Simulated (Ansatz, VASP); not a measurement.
**BaTiO3: VASP beside Ansatz**

```
CELL_PARAMETERS angstrom
3.93348 0.00000 0.00000
0.00000 3.93348 0.00000
0.00000 0.00000 3.93348
ATOMIC_POSITIONS crystal
Ba 0.50000 0.50000 0.50000
Ti 0.00000 0.00000 0.00000
O 0.50000 0.00000 0.00000
O 0.00000 0.50000 0.00000
O 0.00000 0.00000 0.50000
```

Alike in both runs: task single point; functional PBEsol; k mesh 4 × 4 × 4; no spin polarisation.

|  | VASP | Ansatz |
| --- | --- | --- |
| version | VASP 6.6.1 | Ansatz 0.2.0 |
| potentials or method | VASP PAW PBE potentials, release 64 (Ba_sv, Ti_sv, O_h), cutoff 1340 eV | plane waves, PAW |
| occupations | gaussian, width 0.01 eV | fixed |
| valence electrons in the cell | 40 | 40 |

|  | VASP | Ansatz | Ansatz less VASP |
| --- | --- | --- | --- |
| pressure (GPa) | 7.4 | 5.4 | -2.07 |

VASP's potentials were made for PBE, not for PBEsol.

Neither program's run includes spin-orbit coupling.
